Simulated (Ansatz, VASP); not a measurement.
## Two plane-wave programs on TiC

```
Ti C
1.0
     0.00000    2.16400    2.16400
     2.16400    0.00000    2.16400
     2.16400    2.16400    0.00000
Ti C
1 1
Direct
  0.97401 0.97401 0.02599
  0.50000 0.50000 0.50000
```

Change from the starting cell: all Ti atoms moved +0.113 Å, as atom 1 towards its neighbour atom 2 (C) at 2.164 Å.

Alike in both runs: task single point; functional PBEsol; k mesh 18 × 18 × 18; occupations gaussian, width 0.15 eV; no spin polarisation.

|  | VASP | Ansatz |
| --- | --- | --- |
| version | VASP 6.6.1 | Ansatz 0.2.0 |
| potentials or method | VASP PAW PBE potentials, release 64 (Ti_sv, C), cutoff 520 eV | scalar-relativistic, plane waves, PAW |
| valence electrons in the cell | 16 | 16 |

|  | VASP | Ansatz | Ansatz less VASP |
| --- | --- | --- | --- |
| gap on the k mesh at the Fermi level (eV) | none | none | - |
| pressure (GPa) | -4.4 | -4.6 | -0.26 |
| traceless stress, the component that is largest in VASP (GPa) | 2.36 | 2.34 | -0.020 |
| rms of the force components (eV/Å) | 0.593 | 0.591 | -0.0017 |

VASP's potentials were made for PBE, not for PBEsol. Atom by atom the forces differ by 0.002 eV/Å (rms over components). A gap of «none» marks a metal or a gap that the smearing closes. With one functional, cell and mesh, what is left measures potentials, basis and numerics.
